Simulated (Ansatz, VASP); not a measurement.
# AlN in VASP and in Ansatz

The input INCAR:

```
ALGO = Normal
EDIFF = 1E-6
ENCUT = 600
GGA = PE
GGA_COMPAT = False
ISIF = 2
ISMEAR = 0
LASPH = True
LCHARG = False
LREAL = False
LWAVE = False
NBANDS = 11
NELM = 120
PREC = Accurate
SIGMA = 0.02
```

KPOINTS

```
k-points
0
Gamma
  10 10 10
```

File POSCAR:

```
AlN
1.0
    0.0000000000      2.0345180000      2.0345180000
    2.0345180000      0.0000000000      2.0345180000
    2.0345180000      2.0345180000      0.0000000000
Al N
1 1
Direct
    0.5000000000      0.5000000000      0.5000000000
    0.0067092058     -0.1012475682      0.1452727378
```

Input for Ansatz:

```yaml
crystal:
  lattice:
    - [0.0, 2.034518, 2.034518]
    - [2.034518, 0.0, 2.034518]
    - [2.034518, 2.034518, 0.0]
  atoms:
    - { symbol: Al, position: [0.5, 0.5, 0.5] }
    - { symbol: "N", position: [0.0067092058, -0.1012475682, 0.1452727378] }
basis:
  ecutwfc: 420
kpoints:
  mp_grid: { grid: [10, 10, 10] }
hamiltonian:
  xc: pbe
scf:
  occupations: { method: gaussian, width: 0.02 }
output:
  forces: true
  stress: true
  eigenvalues: true
```

Change from the starting cell: one atom moved.

Alike in both runs: task single point; functional PBE; k mesh 10 × 10 × 10; occupations gaussian, width 0.02 eV; no spin polarisation.

|  | VASP | Ansatz |
| --- | --- | --- |
| version | VASP 6.6.1 | Ansatz 0.2.0 |
| potentials or method | VASP PAW PBE potentials, release 64 (Al, N), cutoff 600 eV | scalar-relativistic, plane waves, PAW |
| valence electrons in the cell | 8 | 8 |

Ansatz gave:

- gap on the k mesh at the Fermi level (eV): 3.98
- least direct gap on the mesh (eV): 5.05
- pressure (GPa): 22.1
- traceless stress, the component that is largest in VASP (GPa): 29.14
- rms of the force components (eV/Å): 1.976

What did VASP give for the same quantities?

gap on the k mesh at the Fermi level (eV): 3.95; least direct gap on the mesh (eV): 5.06; pressure (GPa): 21.9; traceless stress, the component that is largest in VASP (GPa): 29.41; rms of the force components (eV/Å): 1.985.

Atom by atom the forces differ by 0.011 eV/Å (rms over components).
